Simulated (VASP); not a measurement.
# Eu (Im-3m) in VASP: notebook

Runs on Eu. Level: PBE+U. Tasks: single point.

All numbers are computed with VASP 6.6.1; they aren't measurements. Logs are shortened: lines on timing, memory, paths and dates and some standing lists are left out, and cuts for length are marked.

### 1 The cell of the first run

Symmetry: Im-3m, No. 229, cubic system. The conventional cell has a = 4.606 Å, b = 4.606 Å, c = 4.606 Å, α = 90.00°, β = 90.00°, γ = 90.00°. Within 5.2 Å of Eu (site symmetry m-3m) lie 14 Eu at 3.99 to 4.61 Å.

### 2 Single point, PBE+U, collinear spin, ferromagnetic start

Input file INCAR:

```
  ALGO = Normal
  EDIFF = 1E-7
  ENCUT = 520
  GGA = PE
  ISIF = 2
  ISMEAR = 0
  ISPIN = 2
  LASPH = True
  LCHARG = False
  LDAU = True
  LDAUJ = 0
  LDAUL = 3
  LDAUPRINT = 1
  LDAUTYPE = 2
  LDAUU = 6
  LMAXMIX = 6
  LORBIT = 11
  LREAL = False
  LWAVE = False
  MAGMOM = 7
  NBANDS = 18
  NELM = 150
  PREC = Accurate
  SIGMA = 0.05
```

Input file KPOINTS:

```
k-points
0
Gamma
  4 4 4
```

Input file POSCAR:

```
Eu
1.0
   -2.3030000000      2.3030000000      2.3030000000
    2.3030000000     -2.3030000000      2.3030000000
    2.3030000000      2.3030000000     -2.3030000000
Eu
1
Direct
    0.0000000000      0.0000000000      0.0000000000
```

Potentials or basis: VASP PAW PBE potentials, release 64 (Eu).

Run with:

```console
cat potpaw_PBE.64/Eu/POTCAR > POTCAR
mpirun -np 1 vasp_std > vasp.out
```

OUTCAR:

```text
EDIFF = 1E-7
   ENCUT = 520
   GGA = PE
   ISIF = 2
   ISMEAR = 0
   ISPIN = 2
   LASPH = True
   LORBIT = 11
   LREAL = False
   NELM = 150
   PREC = Accurate

 ion  position               nearest neighbor table
   1  0.000  0.000  0.000-

  LATTYP: Found a body centered cubic cell.
 ALAT       =     4.6060000000

  Lattice vectors:

 A1 = (  -2.3030000000,   2.3030000000,   2.3030000000)
 A2 = (   2.3030000000,  -2.3030000000,   2.3030000000)
 A3 = (   2.3030000000,   2.3030000000,  -2.3030000000)

Analysis of symmetry for initial positions (statically):
=====================================================================
 Subroutine PRICEL returns:
 Original cell was already a primitive cell.

 Routine SETGRP: Setting up the symmetry group for a
 body centered cubic supercell.

 Subroutine GETGRP returns: Found 48 space group operations
 (whereof 48 operations were pure point group operations)
 out of a pool of 48 trial point group operations.

The static configuration has the point symmetry O_h .

Analysis of symmetry for dynamics (positions and initial velocities):
=====================================================================
 Subroutine PRICEL returns:
 Original cell was already a primitive cell.

 Routine SETGRP: Setting up the symmetry group for a
 body centered cubic supercell.

 Subroutine GETGRP returns: Found 48 space group operations
 (whereof 48 operations were pure point group operations)
 out of a pool of 48 trial point group operations.

The dynamic configuration has the point symmetry O_h .

Analysis of structural, dynamic, and magnetic symmetry:
=====================================================================
 Subroutine PRICEL returns:
 Original cell was already a primitive cell.

 Routine SETGRP: Setting up the symmetry group for a
 body centered cubic supercell.

 Subroutine GETGRP returns: Found 48 space group operations
 (whereof 48 operations were pure point group operations)
 out of a pool of 48 trial point group operations.

The overall configuration has the point symmetry O_h .

[... 157 lines left out ...]
  o =  0.9762  v =  0.0000  0.0000  0.0000  0.0000  0.7900 -0.0379  0.6119  0.0000  0.0000  0.0000  0.0000  0.0000  0.0000  0.0000      0.0000  0.0000  0.0000  0.0000  0.0000  0.0000  0.0000  0.0000  0.0000  0.0000  0.0000  0.0000  0.0000  0.0000
  o =  0.9774  v =  0.0000  1.0000 -0.0000  0.0000  0.0000  0.0000 -0.0000  0.0000  0.0000  0.0000  0.0000  0.0000  0.0000  0.0000      0.0000  0.0000  0.0000  0.0000  0.0000  0.0000  0.0000  0.0000  0.0000  0.0000  0.0000  0.0000  0.0000  0.0000
  o =  0.9778  v = -0.7906 -0.0000 -0.6124  0.0000 -0.0000  0.0000  0.0000  0.0000  0.0000  0.0000  0.0000  0.0000  0.0000  0.0000      0.0000  0.0000  0.0000  0.0000  0.0000  0.0000  0.0000  0.0000  0.0000  0.0000  0.0000  0.0000  0.0000  0.0000
  o =  0.9778  v =  0.0000 -0.0000 -0.0000 -0.0090  0.6123  0.0000 -0.7905  0.0000  0.0000  0.0000  0.0000  0.0000  0.0000  0.0000      0.0000  0.0000  0.0000  0.0000  0.0000  0.0000  0.0000  0.0000  0.0000  0.0000  0.0000  0.0000  0.0000  0.0000
  o =  0.9778  v =  0.0000  0.0000 -0.0000 -1.0000 -0.0055 -0.0000  0.0072  0.0000  0.0000  0.0000  0.0000  0.0000  0.0000  0.0000      0.0000  0.0000  0.0000  0.0000  0.0000  0.0000  0.0000  0.0000  0.0000  0.0000  0.0000  0.0000  0.0000  0.0000

 number of electron      17.0000008 magnetization       7.3587144

 Free energy of the ion-electron system (eV)
  ---------------------------------------------------
  ext. energy  EPLUGINS =         0.00000000
  ---------------------------------------------------
  free energy    TOTEN  =       -10.78285524 eV

  energy without entropy =      -10.78097970  energy(sigma->0) =      -10.78191747

 E-fermi :   1.6771     XC(G=0):  -8.1911

 val. band max:        1.5690623199   @ k =   0.5000   0.5000   0.5000
 cond. band min:       1.7174464487   @ k =   0.5000   0.5000   0.2500
 fundamental gap:      0.1483841288
 Fermi energy:         1.6771040141

 spin component 1

 k-point     1 :       0.0000    0.0000    0.0000
  band No.  band energies     occupation
      1     -39.4690      1.00000
      2     -18.2627      1.00000
      3     -18.2627      1.00000
      4     -18.2627      1.00000
      5      -2.4867      1.00000
      6      -0.4838      1.00000
[... 144 lines left out ...]
      4     -18.4676      1.00000
      5      -0.4912      1.00000
      6      -0.4527      1.00000
[... 10 lines left out ...]
     17       6.5191      0.00000
     18       6.5191      0.00000
 Fermi energy:         1.6771040141

 spin component 2

 k-point     1 :       0.0000    0.0000    0.0000
  band No.  band energies     occupation
      1     -36.2777      1.00000
      2     -15.9115      1.00000
      3     -15.9115      1.00000
      4     -15.9115      1.00000
      5      -1.8756      1.00000
      6       4.3728      0.00000
[... 145 lines left out ...]
      5       1.5691      0.99888
      6       1.5691      0.99888
[... 10 lines left out ...]
     17      10.4540      0.00000
     18      10.4545      0.00000

------------------------ aborting loop because EDIFF is reached ----------------------------------------

  FORCE on cell =-STRESS in cart. coord.  units (eV):
  Direction    XX          YY          ZZ          XY          YZ          ZX
  --------------------------------------------------------------------------------------
  -------------------------------------------------------------------------------------
  Total        0.0123467      0.0123467      0.0123467      0.0000000      0.0000000     -0.0000000
  in kB        0.4048738      0.4048738      0.4048738      0.0000000      0.0000000     -0.0000000
  external PRESSURE =       0.4048738 kB  Pullay stress =       0.0000000 kB

 VOLUME and BASIS-vectors are now :
 -----------------------------------------------------------------------------
  energy-cutoff  :      520.00
  volume of cell :       48.86
      direct lattice vectors                 reciprocal lattice vectors
    -2.303000000  2.303000000  2.303000000     0.000000000  0.217108120  0.217108120
     2.303000000 -2.303000000  2.303000000     0.217108120  0.000000000  0.217108120
     2.303000000  2.303000000 -2.303000000     0.217108120  0.217108120  0.000000000

 POSITION                                       TOTAL-FORCE (eV/Angst)
 -----------------------------------------------------------------------------------
      0.00000      0.00000      0.00000         0.000000      0.000000      0.000000
 -----------------------------------------------------------------------------------
    total drift:                               -0.000000     -0.000000      0.000000

  FREE ENERGIE OF THE ION-ELECTRON SYSTEM (eV)
  ---------------------------------------------------
  free  energy   TOTEN  =       -10.7828552439 eV

  energy  without entropy=      -10.7809796989  energy(sigma->0) =      -10.78191747

 total charge

# of ion       s       p       d       f       tot
--------------------------------------------------
    1        2.079   5.745   0.187   6.833  14.844

 magnetization (x)

# of ion       s       p       d       f       tot
--------------------------------------------------
    1       -0.007  -0.103   0.085   6.832   6.808
```

Run time: 24 s. Hardware: 1 thread of Intel Xeon Platinum 8488C (Sapphire Rapids), shared host; peak memory 0.19 GiB.

What came out:

- Free energy: -10.7829 eV
- Pressure: 0.0 GPa
- Net moment: 7.36 μB per cell
- Site moments: Eu +6.81 μB
- Valence electrons inside the program's atomic spheres: Eu 14.84

Eigenvalues of the final occupation matrices:
```csv
site,spin,trace,eigenvalues
site 1 f,1,6.84,0.98 0.98 0.98 0.98 0.98 0.98 0.98
site 1 f,2,0.00,0.00 0.00 0.00 0.00 0.00 0.00 0.00
```

Caveat: the k points lie up to 0.48 Å⁻¹ apart; spin-orbit coupling is left out, which moves the levels of the heavy elements.

### 3 Single point, PBE+U, collinear spin, ferromagnetic start

This run uses another cell than the first one: it holds 2 atoms, not 1.

Input file INCAR:

```
ALGO = Normal ; EDIFF = 1E-6
ENCUT = 520 ; GGA = PE
ISIF = 2 ; ISMEAR = 0
ISPIN = 2 ; LASPH = True
LCHARG = False ; LDAU = True
LDAUJ = 0 ; LDAUL = 3
LDAUPRINT = 1 ; LDAUTYPE = 2
LDAUU = 6 ; LMAXMIX = 6
LORBIT = 11 ; LREAL = False
LWAVE = False ; MAGMOM = 7 7
NBANDS = 28 ; NELM = 150
PREC = Accurate ; SIGMA = 0.05
```

Input file KPOINTS:

```
k-points
0
Gamma
  3 3 3
```

Input file POSCAR:

```
Eu
1.0
    4.5652268844      0.0000000000      0.0000000000
    0.0000000000      4.5652268844      0.0000000000
    0.0000000000      0.0000000000      4.5652268844
Eu
2
Direct
    0.0000000000      0.0000000000      0.0000000000
    0.5000000000      0.5000000000      0.5000000000
```

Potentials or basis: VASP PAW PBE potentials, release 64 (Eu).

Run with:

```console
cat potpaw_PBE.64/Eu/POTCAR > POTCAR
mpirun -np 1 vasp_std > vasp.out
```

Run time: 35 s. Hardware: 1 thread of Intel Xeon Platinum 8488C (Sapphire Rapids), shared host; peak memory 0.24 GiB.

Results (log left out):

* Free energy: -21.4354 eV
* Pressure: -0.2 GPa
* Net moment: 14.52 μB per cell
* Site moments: Eu +6.80 μB
* Valence electrons inside the program's atomic spheres: Eu 14.86

Levels at points of the mesh, in eV from the Fermi level:
Spin up:
```tsv
k point	band 20	band 21	band 22	band 23	band 24	band 25	band 26	band 27	band 28
(0.00, 0.00, 0.00)	-1.96	-1.96	-1.96	-1.95	-0.81	-0.81	1.86	1.86	1.86
```
Spin down:
| k point | band 8 | band 9 | band 10 | band 11 | band 12 | band 13 |
| --- | --- | --- | --- | --- | --- | --- |
| (0.00, 0.00, 0.00) | -17.50 | -3.65 | -0.25 | -0.25 | 2.79 | 2.79 |

Eigenvalues of the final occupation matrices:
| site | spin | trace | eigenvalues |
| --- | --- | --- | --- |
| site 1 f | 1 | 6.84 | 0.98 0.98 0.98 0.98 0.98 0.98 0.98 |
| site 1 f | 2 | 0.00 | 0.00 0.00 0.00 0.00 0.00 0.00 0.00 |
| site 2 f | 1 | 6.84 | 0.98 0.98 0.98 0.98 0.98 0.98 0.98 |
| site 2 f | 2 | 0.00 | 0.00 0.00 0.00 0.00 0.00 0.00 0.00 |

Caveat: the k points lie up to 0.46 Å⁻¹ apart; spin-orbit coupling is left out, which moves the levels of the heavy elements. The state reached can hang on the start; a lower one may exist.
